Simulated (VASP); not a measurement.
Set up this calculation in VASP 6.6.1, as the native input.

```yaml
Task: single point
Functional: PBEsol
Potentials_or_basis: VASP PAW PBE potentials, release 64 (Sr_sv, O)
Cutoff: 520 eV
k_mesh: 6 × 6 × 6
Occupations: gaussian, width 0.05 eV
Spin: no spin polarisation
Dipole_correction: no
Further_INCAR_settings: ALGO = Normal; EDIFF = 1e-06; NBANDS = 24
```

The structure of SrO lies in POSCAR:

```
SrO
1.0
    4.6175035668      0.0000000000      0.0000000000
   -2.3087517834      3.9988753909      0.0000000000
    0.0000000000      0.0000000000      5.1555949900
Sr O
2 2
Direct
    0.3333333333      0.6666666667      0.9381277000
    0.6666666667      0.3333333333      0.4381277000
    0.3333333333      0.6666666667      0.4368723000
    0.6666666667      0.3333333333      0.9368723000
```

This cell differs from its parent crystal: strain +0.080 along x and y, +0.000 along z.

The input as run:

INCAR

```
PREC = Accurate
ENCUT = 520
EDIFF = 1E-6
ISMEAR = 0
SIGMA = 0.05
LREAL = False
LASPH = True
NELM = 60
ALGO = Normal
ISIF = 2
LWAVE = False
LCHARG = False
GGA = PS
NBANDS = 24
```

KPOINTS

```
regular mesh
0
Gamma
  6 6 6
```

Potentials or basis: VASP PAW PBE potentials, release 64 (Sr_sv, O).

Run with:

```sh
$ cat potpaw_PBE.64/Sr_sv/POTCAR potpaw_PBE.64/O/POTCAR > POTCAR
$ mpirun -np 1 vasp_std > vasp.out
```

It gave:

| Property | Result |
| --- | --- |
| Pressure | -8.2 GPa |
| Largest force | 0.013 eV/Å |
| Band gap on the k mesh | 1.89 eV |

Caveat: the cell differs from its parent crystal (strain +0.080 along x and y, +0.000 along z); the cell stands under tension; the PAW data sets were made with another functional, which shifts forces and pressure a little.

Run time: 2.3 min on 1 thread of Intel Xeon 8259CL (shared host), peak memory 0.24 GiB.
